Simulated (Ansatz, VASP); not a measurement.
## One calculation of Be, two programs

The input INCAR:

```
SYSTEM = Be
  PREC = Accurate
  ENCUT = 600
  EDIFF = 1E-6
  ISMEAR = -1
  SIGMA = 0.1
  LREAL = .False.
  LASPH = .True.
  NELM = 120
  ALGO = Normal
  ISIF = 2
  LWAVE = .False.
  LCHARG = .False.
  GGA = CA
  NBANDS = 12
  GGA_COMPAT = .False.
```

Contents of KPOINTS:

```
Automatic mesh
0
Gamma
  4 4 6
  0 0 0
```

The input POSCAR:

```
Be
1.0
    3.7468100000      0.0000000000      0.0000000000
    0.0000000000      3.7468100000      0.0000000000
    0.0000000000      0.0000000000      2.2812800000
Be
4
Direct
    0.2954365274      0.2948656907     -0.0125807756
    0.7009269382      0.7058938903     -0.0070633419
    0.2059309109      0.7877812026      0.5206911092
    0.7977056234      0.2114592164      0.4989530087
```

Input for Ansatz:

```yaml
crystal:
  lattice:
    - [3.74681, 0.0, 0.0]
    - [0.0, 3.74681, 0.0]
    - [0.0, 0.0, 2.28128]
  atoms:
    - { symbol: Be, position: [0.29543652739900084, 0.29486569068419854, -0.01258077558907418] }
    - { symbol: Be, position: [0.700926938197481, 0.7058938903165903, -0.007063341889878826] }
    - { symbol: Be, position: [0.20593091090568744, 0.7877812025787344, 0.5206911091723199] }
    - { symbol: Be, position: [0.7977056233736096, 0.21145921637241064, 0.4989530087098198] }
basis:
  ecutwfc: 557.833418042754
kpoints:
  mp_grid:
    grid: [4, 4, 6]
hamiltonian:
  xc: lda
scf:
  occupations:
    method: fermi_dirac
output:
  forces: true
```

Alike in both runs: task single point; functional LDA; k mesh 4 × 4 × 6; no spin polarisation.

|  | VASP | Ansatz |
| --- | --- | --- |
| version | VASP 6.6.1 | Ansatz 0.2.0 |
| potentials or method | VASP PAW LDA potentials, release 64 (Be), cutoff 600 eV | plane waves, PAW |
| occupations | fermi-dirac, width 0.1 eV | fermi-dirac |
| valence electrons in the cell | 8 | 8 |

```tsv
	VASP	Ansatz	Ansatz less VASP
rms of the force components (eV/Å)	0.216	0.215	-0.0005
```

LDA's correlation is that of Perdew and Zunger in VASP and of Perdew and Wang (1992) in Ansatz. Atom by atom the forces differ by 0.001 eV/Å (rms over components).

The k mesh is coarse, so the values compare programs but aren't converged.
